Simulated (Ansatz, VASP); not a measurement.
**One calculation of Co, two programs**

```
CELL_PARAMETERS angstrom
2.25508 0.00000 0.00000
0.00000 2.25508 0.00000
0.00000 0.00000 2.25508
ATOMIC_POSITIONS crystal
Co 0.00000 0.00000 0.00000
```

Alike in both runs: task single point; functional LDA; k mesh 23 × 23 × 23; occupations fermi-dirac, width 0.05 eV; collinear spin.

|  | VASP | Ansatz |
| --- | --- | --- |
| version | VASP 6.6.1 | Ansatz 0.2.0 |
| potentials or method | VASP PAW LDA potentials, release 64 (Co), cutoff 520 eV | plane waves (420 eV) with PAW, scalar-relativistic |
| valence electrons in the cell | 9 | 17 |

```tsv
	VASP	Ansatz	Ansatz less VASP
net moment per atom (μB)	1.50	1.56	+0.062
size of the moment on the site where the two differ most (μB)	1.49	1.55	+0.061
```

Ansatz warns that its potentials were made for another functional, while VASP's fit it. LDA's correlation is that of Perdew and Zunger in VASP and of Perdew and Wang (1992) in Ansatz. Site moments also hang on the region over which each program counts them. VASP's potentials hold 9 valence electrons a cell and Ansatz's 17, so a difference there can come from the potentials and not from the codes.
